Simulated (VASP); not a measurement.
**AgW: single point with PBE**

The system is AgW.

```
CELL_PARAMETERS angstrom
0.00000 3.36870 3.36870
3.36870 0.00000 3.36870
3.36870 3.36870 0.00000
ATOMIC_POSITIONS crystal
Ag 0.50000 0.50000 0.50000
Ag 0.75000 0.75000 0.75000
W 0.00000 0.00000 0.00000
W 0.25000 0.25000 0.25000
```

| Property | Result |
| --- | --- |
| Program | VASP 6.6.1 |
| Task | single point |
| Functional | PBE |
| Potentials or basis | VASP PAW PBE potentials, release 64 (Ag, W_sv) |
| Cutoff | 520 eV |
| k mesh | 6 × 6 × 6 |
| Occupations | gaussian, width 0.1 eV |
| Spin | no spin polarisation |

```json
{
  "Pressure": "-17.6 GPa",
  "Band gap on the k mesh": "zero (bands 25 and 26 overlap by 1.08 eV)"
}
```

Levels at points of the mesh, in eV from the Fermi level:
```
           k point  band 22  band 23  band 24  band 25  band 26  band 27  band 28  band 29
(0.00, 0.00, 0.00)    -1.44    -0.20    -0.20     0.79     0.79     0.79     2.63     2.63
(0.50, 0.00, 0.00)    -1.68    -0.91    -0.91    -0.90     1.42     1.42     2.08     2.08
(0.50, 0.50, 0.00)    -1.13    -0.97    -0.97     0.33     0.33     0.71     0.71     2.44
```

It took 21 s on 1 thread of Intel(R) Xeon(R) 6975P-C (Granite Rapids), with other jobs on the host, peak memory 0.21 GiB.

Caveat: the cell stands under tension; spin-orbit coupling is left out, which moves the levels of the heavy elements.
